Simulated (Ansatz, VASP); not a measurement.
Two plane-wave programs on Co

```
CELL_PARAMETERS angstrom
2.12487 -1.22657 -0.03585
2.12487 1.22657 -0.03585
-1.27966 0.00000 7.94818
ATOMIC_POSITIONS crystal
Co 0.87525 0.87525 0.12476
Co 0.12475 0.12475 0.87524
Co 0.70821 0.70821 0.62552
Co 0.29179 0.29179 0.37448
```

Alike in both runs: functional PBE; k mesh 6 × 6 × 4; occupations gaussian, width 0.1 eV; no spin polarisation.

Ansatz relaxed the structure, and its values are those at the end. VASP's run is a single point on that final structure, the one shown.

|  | VASP | Ansatz |
| --- | --- | --- |
| version | VASP 6.6.1 | Ansatz 0.2.0 |
| potentials or method | VASP PAW PBE potentials, release 64 (Co), cutoff 520 eV | scalar-relativistic, plane waves, PAW |
| valence electrons in the cell | 36 | 68 |

|  | VASP | Ansatz | Ansatz less VASP |
| --- | --- | --- | --- |
| gap on the k mesh at the Fermi level (eV) | none | none | - |
| pressure (GPa) | -0.7 | 0.1 | +0.79 |
| rms of the force components (eV/Å) | 0.003 | 0.000 | -0.0029 |

A gap of «none» marks a metal or a gap that the smearing closes. VASP's potentials hold 36 valence electrons a cell and Ansatz's 68, so a difference there can come from the potentials and not from the codes.

The k mesh is coarse, so the values compare programs but aren't converged.
